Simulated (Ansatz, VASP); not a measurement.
**Mg5O in VASP and in Ansatz**

File INCAR:

```
PREC = Accurate
ENCUT = 600
EDIFF = 1E-7
ISMEAR = 0
SIGMA = 0.1
LREAL = F
LASPH = T
NELM = 80
ALGO = Normal
ISIF = 3
LWAVE = F
LCHARG = F
GGA = PE
IBRION = 2
NSW = 100
EDIFFG = -0.01
```

The input KPOINTS:

```
Automatic mesh
0
Gamma
  12 12 4
```

Contents of POSCAR:

```
Mg5O
1.0
    3.1188116504      0.0000000000      0.0000000000
   -1.5594058252      2.7009701189      0.0000000000
    0.0000000000      0.0000000000     13.0036721637
Mg O
5 1
Direct
    0.6666666667      0.3333333333      0.1015196534
    0.0000000000      0.0000000000      0.2997336563
    0.6666666667      0.3333333333      0.5000000000
    0.0000000000      0.0000000000      0.7002663437
    0.6666666667      0.3333333333      0.8984803466
    0.0000000000      0.0000000000      0.0000000000
```

Input for Ansatz:

```yaml
crystal:
  lattice:
    - [3.1188116504, 0.0, 0.0]
    - [-1.5594058252, 2.7009701189, 0.0]
    - [0.0, 0.0, 13.0036721637]
  atoms:
    - { symbol: Mg, position: [0.6666666667, 0.3333333333, 0.1015196534] }
    - { symbol: Mg, position: [0.0, 0.0, 0.2997336563] }
    - { symbol: Mg, position: [0.6666666667, 0.3333333333, 0.5] }
    - { symbol: Mg, position: [0.0, 0.0, 0.7002663437] }
    - { symbol: Mg, position: [0.6666666667, 0.3333333333, 0.8984803466] }
    - { symbol: O, position: [0.0, 0.0, 0.0] }
basis:
  ecutwfc: 420
kpoints:
  mp_grid: { grid: [12, 12, 4] }
hamiltonian:
  xc: pbe
scf:
  occupations: { method: gaussian, width: 0.1 }
output:
  forces: true
  stress: true
  eigenvalues: true
  write_density: true
  write_potential: true
  elf: true
  volumetric_format: npy
relax:
  adjacent_minimum: "off"
  f_tol: 0.01
  max_steps: 80
  cell: { stress_tol: 0.05 }
```

Change from the starting cell: species swapped into the Li5Mg type (P-6m2, No. 187).

Alike in both runs: task relaxation of cell and atoms; functional PBE; k mesh 12 × 12 × 4; occupations gaussian, width 0.1 eV; no spin polarisation.

|  | VASP | Ansatz |
| --- | --- | --- |
| version | VASP 6.6.1 | Ansatz 0.2.0 |
| potentials or method | VASP PAW PBE potentials, release 64 (Mg, O), cutoff 600 eV | scalar-relativistic, plane waves, PAW |
| valence electrons in the cell | 16 | 56 |

|  | VASP | Ansatz | Ansatz less VASP |
| --- | --- | --- | --- |
| gap on the k mesh at the Fermi level, each at its own relaxed structure (eV) | none | none | - |
| relaxed volume (Å³/atom) | 18.16 | 18.25 | +0.086 |
| relaxed cell length with the largest relative difference (Å) | 3.106 | 3.112 | +0.0058 |

A gap of «none» marks a metal or a gap that the smearing closes. VASP's potentials hold 16 valence electrons a cell and Ansatz's 56, so a difference there can come from the potentials and not from the codes.
